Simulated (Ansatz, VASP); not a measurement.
# LiCl: VASP beside Ansatz

The input INCAR:

```
SYSTEM = LiCl
ALGO = Normal
EDIFF = 1E-6
ENCUT = 750
GGA = PS
GGA_COMPAT = .False.
ISIF = 2
ISMEAR = 0
LASPH = .True.
LCHARG = .False.
LREAL = .False.
LWAVE = .False.
NBANDS = 12
NELM = 120
PREC = Accurate
SIGMA = 0.001
```

The input KPOINTS:

```
k-points
0
Gamma
  6 6 6
  0 0 0
```

Contents of POSCAR:

```
LiCl
1.0
    3.2711235777      0.0000000000      0.0000000000
    0.0000000000      3.2711235777      0.0000000000
    0.0000000000      0.0000000000      3.2711235777
Li Cl
1 1
Direct
    0.0000000000      0.0000000000      0.0000000000
    0.5000000000      0.5000000000      0.5000000000
```

Input for Ansatz:

```yaml
crystal:
  lattice:
    - [3.2711235777, 0.0, 0.0]
    - [0.0, 3.2711235777, 0.0]
    - [0.0, 0.0, 3.2711235777]
  atoms:
    - { symbol: Li, position: [0.0, 0.0, 0.0] }
    - { symbol: Cl, position: [0.5, 0.5, 0.5] }
kpoints:
  mp_grid: { grid: [6, 6, 6] }
hamiltonian:
  xc: pbesol
scf:
  occupations: { method: gaussian, width: 0.001 }
  n_extra_bands: 4
output:
  forces: true
  stress: true
  eigenvalues: true
```

Alike in both runs: task single point; functional PBEsol; k mesh 6 × 6 × 6; occupations gaussian, width 0.001 eV; no spin polarisation.

```csv
,VASP,Ansatz
version,VASP 6.6.1,Ansatz 0.2.0
potentials or method,"VASP PAW PBE potentials, release 64 (Li_sv, Cl)",plane waves
plane-wave cutoff (eV),750,420
valence electrons in the cell,10,10
```

```tsv
	VASP	Ansatz	Ansatz less VASP
gap on the k mesh at the Fermi level (eV)	4.27	4.26	-0.004
pressure (GPa)	-1.3	-1.2	+0.05
```

VASP's potentials were made for PBE, not for PBEsol.
